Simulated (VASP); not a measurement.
# CdP2C (P-4m2) in VASP: notebook

CdP2C is run at these levels: r2SCAN; tasks: single point.

Everything below comes from runs of VASP 6.6.1. Logs are shortened: lines on timing, memory, paths and dates and some standing lists are left out, and cuts for length are marked.

## (1) The cell of the first run

It takes space group P-4m2 (No. 115, tetragonal). Conventional cell: a = 3.305 Å, b = 3.305 Å, c = 5.972 Å, α = 90.00°, β = 90.00°, γ = 90.00°. Cd (site symmetry -4m2) has 4 P at 2.56 Å and 4 Cd at 3.30 Å within 3.4 Å. Within 2.6 Å of P (site symmetry 2mm) lie 2 C at 1.95 Å and 2 Cd at 2.56 Å. Within 2.6 Å of C (site symmetry -4m2) lie 4 P at 1.95 Å.

## (2) Single point, r2SCAN

The input, POSCAR:

```
CdP2C
1.0
    3.3048442395      0.0000000000      0.0000000000
    0.0000000000      3.3048442395      0.0000000000
    0.0000000000      0.0000000000      5.9718363745
Cd P C
1 2 1
Direct
    0.0000000000      0.0000000000      0.0000000000
    0.0000000000      0.5000000000      0.3265445503
    0.5000000000      0.0000000000      0.6734554497
    0.5000000000      0.5000000000      0.5000000000
```

The input, INCAR.step1:

```
PREC     = Accurate       # precision mode
ENCUT    = 520            # plane-wave cutoff, eV
ISMEAR   = -1             # smearing method
SIGMA    = 0.02           # smearing width, eV
LREAL    = False          # projectors in reciprocal space
LASPH    = True           # aspherical terms in the spheres
NELM     = 60             # most SCF steps
NBANDS   = 21             # bands
GGA      = PE             # functional
ALGO     = Normal         # electronic algorithm
EDIFF    = 1E-4           # SCF threshold, eV
LWAVE    = True           # write WAVECAR
LCHARG   = False          # write CHGCAR
```

The input, INCAR.step2:

```
PREC     = Accurate       # precision mode
ENCUT    = 520            # plane-wave cutoff, eV
EDIFF    = 1E-6           # SCF threshold, eV
ISMEAR   = -1             # smearing method
SIGMA    = 0.02           # smearing width, eV
LREAL    = False          # projectors in reciprocal space
LASPH    = True           # aspherical terms in the spheres
NELM     = 60             # most SCF steps
ALGO     = Normal         # electronic algorithm
ISIF     = 2              # what is computed and relaxed
LWAVE    = False          # write WAVECAR
LCHARG   = False          # write CHGCAR
METAGGA  = R2SCAN         # meta-GGA
LMIXTAU  = True         
NBANDS   = 21             # bands
ISTART   = 1
```

The input, KPOINTS:

```
Automatic mesh
0
Gamma
  6 6 4
```

Potentials or basis: VASP PAW PBE potentials, release 64 (Cd, P, C).

Command:

```bash
$ cat potpaw_PBE.64/Cd/POTCAR potpaw_PBE.64/P/POTCAR potpaw_PBE.64/C/POTCAR > POTCAR
$ cp INCAR.step1 INCAR
$ mpirun -np 1 vasp_std > vasp.out
$ cp INCAR.step2 INCAR
$ mpirun -np 1 vasp_std > vasp.out
```

OUTCAR:

```text
PREC = Accurate
   ENCUT = 520
   EDIFF = 1E-6
   ISMEAR = -1
   LREAL = False
   LASPH = True
   NELM = 60
   ISIF = 2
   METAGGA = R2SCAN
   ISTART = 1

 ion  position               nearest neighbor table
   1  0.000  0.000  0.000-   2 2.56   3 2.56   2 2.56   3 2.56
   2  0.000  0.500  0.327-   4 1.95   4 1.95   1 2.56   1 2.56
   3  0.500  0.000  0.673-   4 1.95   4 1.95   1 2.56   1 2.56
   4  0.500  0.500  0.500-   2 1.95   3 1.95   3 1.95   2 1.95

  LATTYP: Found a simple tetragonal cell.
 ALAT       =     3.3048442395
 C/A-ratio  =     1.8069948057

  Lattice vectors:

 A1 = (   3.3048442395,   0.0000000000,   0.0000000000)
 A2 = (   0.0000000000,   3.3048442395,   0.0000000000)
 A3 = (   0.0000000000,   0.0000000000,   5.9718363745)

Analysis of symmetry for initial positions (statically):
=====================================================================
 Subroutine PRICEL returns:
 Original cell was already a primitive cell.

 Routine SETGRP: Setting up the symmetry group for a
 simple tetragonal supercell.

 Subroutine GETGRP returns: Found  8 space group operations
 (whereof  8 operations were pure point group operations)
 out of a pool of 16 trial point group operations.

The static configuration has the point symmetry D_2d.

Analysis of symmetry for dynamics (positions and initial velocities):
=====================================================================
 Subroutine PRICEL returns:
 Original cell was already a primitive cell.

 Routine SETGRP: Setting up the symmetry group for a
 simple tetragonal supercell.

 Subroutine GETGRP returns: Found  8 space group operations
 (whereof  8 operations were pure point group operations)
 out of a pool of 16 trial point group operations.

The dynamic configuration has the point symmetry D_2d.

 Subroutine INISYM returns: Found  8 space group operations
 (whereof  8 operations are pure point group operations),
 and found     1 'primitive' translations

----------------------------------------------------------------------------------------

                                     Primitive cell

  volume of cell :      65.2244

  direct lattice vectors                    reciprocal lattice vectors
     3.304844239  0.000000000  0.000000000     0.302586121  0.000000000  0.000000000
     0.000000000  3.304844239  0.000000000     0.000000000  0.302586121  0.000000000
[... 88 lines left out ...]
   NELM   =     60;   NELMIN=  2; NELMDL=  0     # of ELM steps
   EDIFF  = 0.1E-05   stopping-criterion for ELM
   LREAL  =      F    real-space projection
   EDIFFG = 0.1E-04   stopping-criterion for IOM
   NSW    =      0    number of steps for IOM
   IBRION =     -1    ionic relax: 0-MD 1-quasi-New 2-CG
   NFREE  =      0    steps in history (QN), initial steepest desc. (CG)
   ISIF   =      2    stress and relaxation
   ISYM   =      2    0-nonsym 1-usesym 2-fastsym
   POTIM  = 0.5000    time-step for ionic-motion
   TEBEG  =    0.0;   TEEND  =   0.0 temperature during run
   PSTRESS=    0.0 pullay stress
   NELECT =      26.0000    total number of electrons
   NUPDOWN=      -1.0000    fix difference up-down
   EMIN   =  10.00;   EMAX   =-10.00  energy-range for DOS
   EFERMI =   0.00;   METHOD = LEGACY
   ISMEAR =    -1;   SIGMA  =   0.02  broadening in eV -4-tet -1-fermi 0-gaus
   EFERMI_NEDOS =   21; number of points for ismear=-14 and -15
   IALGO  =     38    algorithm
   IMIX   =      4    mixing-type and parameters
     AMIX     =   0.40;   BMIX     =  1.00
     AMIX_MAG =   1.60;   BMIX_MAG =  1.00
  volume/ion in A,a.u.               =      16.31       110.04
  Fermi-wavevector in a.u.,A,eV,Ry     =   1.204840  2.276817 19.750748  1.451639
  Thomas-Fermi vector in A             =   2.340553
   LORBIT       =      0    0 simple, 1 ext, 2 COOP (PROOUT), +10 PAW based schemes
   METAGGA = R2SCAN    functional components
   LHFCALC =     F    Hartree Fock is set to
   AEXX    =    0.0000 exact exchange contribution
   IVDW    =     0    specifies the selected vdW correction
   LEPSILON=     F    determine dielectric tensor
   LRPA    =     F    only Hartree local field effects (RPA)
 non-spin polarized calculation
  energy-cutoff  :      520.00
  volume of cell :       65.22
 maximum number of plane-waves:      1800
 NGX is ok and might be reduce to    28
   NGX = 13   NGY = 13   NGZ = 23

 number of electron      26.0000004 magnetization

 Free energy of the ion-electron system (eV)
  ---------------------------------------------------
  ext. energy  EPLUGINS =         0.00000000
  ---------------------------------------------------
  free energy    TOTEN  =       -45.32403356 eV

  energy without entropy =      -45.32301330  energy(sigma->0) =      -45.32352343

 E-fermi :   6.3256     XC(G=0): -11.1628

 val. band max:        6.3156127772   @ k =   0.0000   0.0000   0.5000
 cond. band min:       6.3534784960   @ k =   0.5000   0.1667   0.5000
 fundamental gap:      0.0378657188
 Fermi energy:         6.3255642869

 k-point     1 :       0.0000    0.0000    0.0000
  band No.  band energies     occupation
      1     -11.4033      2.00000
      2      -6.3386      2.00000
      3      -4.1392      2.00000
      4      -3.9581      2.00000
      5      -3.7741      2.00000
      6      -3.7741      2.00000
[... 565 lines left out ...]
     20      13.6749      0.00000
     21      15.6724      0.00000

 [... further k-points ...]

------------------------ aborting loop because EDIFF is reached ----------------------------------------

  FORCE on cell =-STRESS in cart. coord.  units (eV):
  Direction    XX          YY          ZZ          XY          YZ          ZX
  --------------------------------------------------------------------------------------
  -------------------------------------------------------------------------------------
  Total        0.1208269      0.1208269     -0.0393209      0.0000000      0.0000000      0.0000000
  in kB        2.9680030      2.9680030     -0.9658825      0.0000000      0.0000000      0.0000000
  external PRESSURE =       1.6567078 kB  Pullay stress =       0.0000000 kB

 VOLUME and BASIS-vectors are now :
 -----------------------------------------------------------------------------
  energy-cutoff  :      520.00
  volume of cell :       65.22
      direct lattice vectors                 reciprocal lattice vectors
     3.304844239  0.000000000  0.000000000     0.302586121  0.000000000  0.000000000
     0.000000000  3.304844239  0.000000000     0.000000000  0.302586121  0.000000000
     0.000000000  0.000000000  5.971836374     0.000000000  0.000000000  0.167452679

 POSITION                                       TOTAL-FORCE (eV/Angst)
 -----------------------------------------------------------------------------------
      0.00000      0.00000      0.00000        -0.000000     -0.000000      0.000000
      0.00000      1.65242      1.95007         0.000000     -0.000000      0.225746
      1.65242      0.00000      4.02177         0.000000     -0.000000     -0.225746
      1.65242      1.65242      2.98592         0.000000      0.000000      0.000000
 -----------------------------------------------------------------------------------
    total drift:                               -0.000000      0.000000     -0.000000

  FREE ENERGIE OF THE ION-ELECTRON SYSTEM (eV)
  ---------------------------------------------------
  free  energy   TOTEN  =       -45.3240335608 eV

  energy  without entropy=      -45.3230133046  energy(sigma->0) =      -45.32352343
```

OUTCAR.step1:

```text
PREC = Accurate
   ENCUT = 520
   ISMEAR = -1
   LREAL = False
   LASPH = True
   NELM = 60
[... 804 lines left out ...]
      0.00000      1.65242      1.95007        -0.000000     -0.000000      0.320688
      1.65242      0.00000      4.02177         0.000000     -0.000000     -0.320688
      1.65242      1.65242      2.98592         0.000000     -0.000000     -0.000000
 -----------------------------------------------------------------------------------
    total drift:                               -0.000000      0.000000      0.000000

  FREE ENERGIE OF THE ION-ELECTRON SYSTEM (eV)
  ---------------------------------------------------
  free  energy   TOTEN  =       -18.0620226866 eV

  energy  without entropy=      -18.0611101180  energy(sigma->0) =      -18.06156640
```

OSZICAR.step1:

```text
N       E                     dE             d eps       ncg     rms          rms(c)
DAV:   1     0.135581507400E+03    0.13558E+03   -0.12783E+04  1284   0.114E+03
DAV:   2    -0.119039754903E+02   -0.14749E+03   -0.14156E+03  1428   0.262E+02
DAV:   3    -0.192506617586E+02   -0.73467E+01   -0.72085E+01  1630   0.567E+01
DAV:   4    -0.193232669296E+02   -0.72605E-01   -0.72567E-01  1403   0.572E+00
DAV:   5    -0.193241953532E+02   -0.92842E-03   -0.92837E-03  1611   0.643E-01    0.111E+01
DAV:   6    -0.180722440642E+02    0.12520E+01   -0.48911E+00  1821   0.227E+01    0.792E+00
DAV:   7    -0.180778261132E+02   -0.55820E-02   -0.80255E-01  1390   0.520E+00    0.412E+00
DAV:   8    -0.180671817366E+02    0.10644E-01   -0.12046E-01  1476   0.206E+00    0.613E-01
DAV:   9    -0.180621388634E+02    0.50429E-02   -0.22323E-02  1594   0.979E-01    0.219E-01
DAV:  10    -0.180620145897E+02    0.12427E-03   -0.42907E-03  1415   0.319E-01    0.104E-01
DAV:  11    -0.180620226866E+02   -0.80969E-05   -0.32942E-04  1441   0.130E-01
   1 F= -.18062023E+02 E0= -.18061566E+02  d E =-.912569E-03
```

Run time: 71 s. Hardware: 1 thread of Intel Xeon 6975P-C (Granite Rapids), shared host; peak memory 0.21 GiB.

What came out:

```
Free energy            : -45.3240 eV
Pressure               : 0.2 GPa
Largest force          : 0.226 eV/Å
Band gap on the k mesh : zero (band 13 reaches 6.52 eV, above the bottom of band 14 at 6.32 eV)
```

Forces in eV/Å, atoms in the order of the input:
```
Cd   0.000  0.000  0.000
P    0.000  0.000  0.226
P    0.000  0.000 -0.226
C    0.000  0.000  0.000
```

Stress tensor (GPa, compression positive):
```
 0.30  0.00  0.00
 0.00  0.30  0.00
 0.00  0.00 -0.10
```

Levels at points of the mesh, in eV from the Fermi level:
| k point | band 9 | band 10 | band 11 | band 12 | band 13 | band 14 | band 15 | band 16 | band 17 | band 18 |
| --- | --- | --- | --- | --- | --- | --- | --- | --- | --- | --- |
| (0.00, 0.00, 0.00) | -6.21 | -6.21 | -2.56 | -1.58 | -0.32 | 0.65 | 0.65 | 2.35 | 3.75 | 3.75 |
| (0.50, 0.00, 0.00) | -6.69 | -5.46 | -5.19 | -5.14 | 0.20 | 0.33 | 2.30 | 2.98 | 4.31 | 5.58 |
| (0.50, 0.50, 0.00) | -7.01 | -5.63 | -4.47 | -4.47 | -3.30 | 1.03 | 1.03 | 1.12 | 1.26 | 6.02 |
| (0.00, 0.00, 0.50) | -6.10 | -6.10 | -5.72 | -0.68 | -0.40 | -0.01 | -0.01 | 3.68 | 5.09 | 5.09 |
| (0.50, 0.00, 0.50) | -7.35 | -5.47 | -3.50 | -3.17 | -0.94 | 0.31 | 1.07 | 1.43 | 4.30 | 4.58 |
| (0.50, 0.50, 0.50) | -6.91 | -5.70 | -5.03 | -5.03 | -3.93 | 2.21 | 3.47 | 3.47 | 3.87 | 4.45 |

Caveat: the PAW data sets were made with another functional, which shifts forces and pressure a little.

## (3) Single point, r2SCAN (volume changed by +3%)

The input, POSCAR:

```
CdP2C
1.0
    3.3375675978      0.0000000000      0.0000000000
    0.0000000000      3.3375675978      0.0000000000
    0.0000000000      0.0000000000      6.0309673128
Cd P C
1 2 1
Direct
    0.0000000000      0.0000000000      0.0000000000
    0.0000000000      0.5000000000      0.3265445503
    0.5000000000      0.0000000000      0.6734554497
    0.5000000000      0.5000000000      0.5000000000
```

INCAR.step1, as its differences from that of step 2:

```diff
@@ -6,3 +6,3 @@
 LASPH    = True           # aspherical terms in the spheres
-NELM     = 60             # most SCF steps
+NELM     = 100            # most SCF steps
 NBANDS   = 21             # bands
```

INCAR.step2, as its differences from that of step 2:

```diff
@@ -2,3 +2,3 @@
 ENCUT    = 520            # plane-wave cutoff, eV
-EDIFF    = 1E-6           # SCF threshold, eV
+EDIFF    = 1E-7           # SCF threshold, eV
 ISMEAR   = -1             # smearing method
@@ -7,3 +7,3 @@
 LASPH    = True           # aspherical terms in the spheres
-NELM     = 60             # most SCF steps
+NELM     = 100            # most SCF steps
 ALGO     = Normal         # electronic algorithm
```

The input, KPOINTS:

```
regular mesh
0
Gamma
  6 6 4
```

Potentials or basis: VASP PAW PBE potentials, release 64 (Cd, P, C).

Command:

```bash
$ cat potpaw_PBE.64/Cd/POTCAR potpaw_PBE.64/P/POTCAR potpaw_PBE.64/C/POTCAR > POTCAR
$ cp INCAR.step1 INCAR
$ mpirun -np 1 vasp_std > vasp.out
$ cp INCAR.step2 INCAR
$ mpirun -np 1 vasp_std > vasp.out
```

OUTCAR:

```text
PREC = Accurate
   ENCUT = 520
   EDIFF = 1E-7
   ISMEAR = -1
   LREAL = False
   LASPH = True
   NELM = 100
   ISIF = 2
   METAGGA = R2SCAN
   ISTART = 1

 ion  position               nearest neighbor table
   1  0.000  0.000  0.000-   2 2.58   3 2.58   2 2.58   3 2.58
   2  0.000  0.500  0.327-   4 1.97   4 1.97   1 2.58   1 2.58
   3  0.500  0.000  0.673-   4 1.97   4 1.97   1 2.58   1 2.58
   4  0.500  0.500  0.500-   2 1.97   3 1.97   3 1.97   2 1.97

  LATTYP: Found a simple tetragonal cell.
 ALAT       =     3.3375675978
 C/A-ratio  =     1.8069948057

  Lattice vectors:

 A1 = (   3.3375675978,   0.0000000000,   0.0000000000)
 A2 = (   0.0000000000,   3.3375675978,   0.0000000000)
 A3 = (   0.0000000000,   0.0000000000,   6.0309673128)

Analysis of symmetry for initial positions (statically):
=====================================================================
 Subroutine PRICEL returns:
 Original cell was already a primitive cell.

 Routine SETGRP: Setting up the symmetry group for a
 simple tetragonal supercell.

 Subroutine GETGRP returns: Found  8 space group operations
 (whereof  8 operations were pure point group operations)
 out of a pool of 16 trial point group operations.

The static configuration has the point symmetry D_2d.

Analysis of symmetry for dynamics (positions and initial velocities):
=====================================================================
 Subroutine PRICEL returns:
 Original cell was already a primitive cell.

 Routine SETGRP: Setting up the symmetry group for a
 simple tetragonal supercell.

 Subroutine GETGRP returns: Found  8 space group operations
 (whereof  8 operations were pure point group operations)
 out of a pool of 16 trial point group operations.

The dynamic configuration has the point symmetry D_2d.

[... 118 lines left out ...]
   EFERMI_NEDOS =   21; number of points for ismear=-14 and -15
   IALGO  =     38    algorithm
   IMIX   =      4    mixing-type and parameters
     AMIX     =   0.40;   BMIX     =  1.00
     AMIX_MAG =   1.60;   BMIX_MAG =  1.00
  volume/ion in A,a.u.               =      16.80       113.34
  Fermi-wavevector in a.u.,A,eV,Ry     =   1.193027  2.254494 19.365352  1.423313
  Thomas-Fermi vector in A             =   2.329051
   LORBIT       =      0    0 simple, 1 ext, 2 COOP (PROOUT), +10 PAW based schemes
   METAGGA = R2SCAN    functional components
   LHFCALC =     F    Hartree Fock is set to
   AEXX    =    0.0000 exact exchange contribution
   IVDW    =     0    specifies the selected vdW correction
   LEPSILON=     F    determine dielectric tensor
   LRPA    =     F    only Hartree local field effects (RPA)
 non-spin polarized calculation
  energy-cutoff  :      520.00
  volume of cell :       67.18
 maximum number of plane-waves:      1840
 NGX is ok and might be reduce to    28
   NGX = 13   NGY = 13   NGZ = 23

 number of electron      25.9999998 magnetization

 Free energy of the ion-electron system (eV)
  ---------------------------------------------------
  ext. energy  EPLUGINS =         0.00000000
  ---------------------------------------------------
  free energy    TOTEN  =       -45.30939723 eV

  energy without entropy =      -45.30835962  energy(sigma->0) =      -45.30887843

 E-fermi :   5.9870     XC(G=0): -11.0118

 val. band max:        5.9816535489   @ k =   0.0000   0.0000   0.5000
 cond. band min:       6.0122104238   @ k =   0.5000   0.1667   0.5000
 fundamental gap:      0.0305568749
 Fermi energy:         5.9870152551

 k-point     1 :       0.0000    0.0000    0.0000
  band No.  band energies     occupation
      1     -11.4331      2.00000
      2      -6.4912      2.00000
      3      -4.3505      2.00000
      4      -4.1740      2.00000
      5      -4.0047      2.00000
      6      -4.0047      2.00000
[... 565 lines left out ...]
     20      13.2131      0.00000
     21      15.1444      0.00000

 [... further k-points ...]

------------------------ aborting loop because EDIFF is reached ----------------------------------------

  FORCE on cell =-STRESS in cart. coord.  units (eV):
  Direction    XX          YY          ZZ          XY          YZ          ZX
  --------------------------------------------------------------------------------------
  -------------------------------------------------------------------------------------
  Total       -0.9690773     -0.9690773     -1.3034121      0.0000000      0.0000000      0.0000000
  in kB      -23.1111680    -23.1111680    -31.0845959      0.0000000      0.0000000      0.0000000
  external PRESSURE =     -25.7689773 kB  Pullay stress =       0.0000000 kB

 VOLUME and BASIS-vectors are now :
 -----------------------------------------------------------------------------
  energy-cutoff  :      520.00
  volume of cell :       67.18
      direct lattice vectors                 reciprocal lattice vectors
     3.337567598  0.000000000  0.000000000     0.299619400  0.000000000  0.000000000
     0.000000000  3.337567598  0.000000000     0.000000000  0.299619400  0.000000000
     0.000000000  0.000000000  6.030967313     0.000000000  0.000000000  0.165810880

 POSITION                                       TOTAL-FORCE (eV/Angst)
 -----------------------------------------------------------------------------------
      0.00000      0.00000      0.00000        -0.000000     -0.000000      0.000000
      0.00000      1.66878      1.96938        -0.000000     -0.000000      0.230175
      1.66878      0.00000      4.06159         0.000000      0.000000     -0.230175
      1.66878      1.66878      3.01548         0.000000      0.000000      0.000000
 -----------------------------------------------------------------------------------
    total drift:                               -0.000000      0.000000     -0.000000

  FREE ENERGIE OF THE ION-ELECTRON SYSTEM (eV)
  ---------------------------------------------------
  free  energy   TOTEN  =       -45.3093972348 eV

  energy  without entropy=      -45.3083596197  energy(sigma->0) =      -45.30887843
```

Wall time 92 s (1 thread of Intel Xeon 6975P-C (Granite Rapids), shared host); peak memory 0.21 GiB.

What came out:

- Free energy: -45.3094 eV
- Pressure: -2.6 GPa
- Largest force: 0.230 eV/Å
- Band gap on the k mesh: zero (band 13 reaches 6.18 eV, above the bottom of band 14 at 5.98 eV)

Forces on the atoms (eV/Å):
```
Cd   0.000  0.000  0.000
P    0.000  0.000  0.230
P    0.000  0.000 -0.230
C    0.000  0.000  0.000
```

Caveat: the PAW data sets were made with another functional, which shifts forces and pressure a little.
